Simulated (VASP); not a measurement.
Write the native input for VASP 6.6.1 that does the following.

```yaml
Task: single point
Functional: PBEsol
Dispersion: D3(BJ)
Potentials_or_basis: VASP PAW PBE potentials, release 64 (Cl)
Cutoff: 500 eV
k_mesh: 5 × 5 × 5
Occupations: fermi-dirac, width 0.15 eV
Spin: no spin polarisation
Dipole_correction: no
Further_INCAR_settings: ALGO = Normal; EDIFF = 1e-06; NBANDS = 10
```

The structure of Cl lies in POSCAR:

```
Cl
1.0
    0.0000000000      3.1464700000      3.1464700000
    3.1464700000      0.0000000000      3.1464700000
    3.1464700000      3.1464700000      0.0000000000
Cl
1
Direct
    0.5000000000      0.5000000000      0.5000000000
```

One way to write it, as run:

INCAR

```
PREC = Accurate ; ENCUT = 500
EDIFF = 1E-6 ; ISMEAR = -1
SIGMA = 0.15 ; LREAL = False
LASPH = True ; NELM = 120
ALGO = Normal ; ISIF = 2
LWAVE = False ; LCHARG = True
GGA = PS ; IVDW = 12
LELF = True ; LVHAR = True
NBANDS = 10 ; GGA_COMPAT = False
```

KPOINTS

```
Automatic mesh
0
Gamma
  5 5 5
```

Potentials or basis: VASP PAW PBE potentials, release 64 (Cl).

The run is started by

```console
$ cat potpaw_PBE.64/Cl/POTCAR > POTCAR
$ mpirun -np 1 vasp_std > vasp.out
```

It gave:

```json
{"Pressure": "-0.9 GPa", "Dispersion energy per atom": "-0.056 eV"}
```

Caveat: the PAW data sets were made with another functional, which shifts forces and pressure a little; an odd number of electrons without spin polarisation forces a metal; a magnetic or distorted state may lie lower; pairwise dispersion overbinds metals, which lowers pressure and volume.

Wall time 3.8 s on 1 thread of Intel(R) Xeon(R) Platinum 8559C (Emerald Rapids) (shared host), peak memory 0.16 GiB.
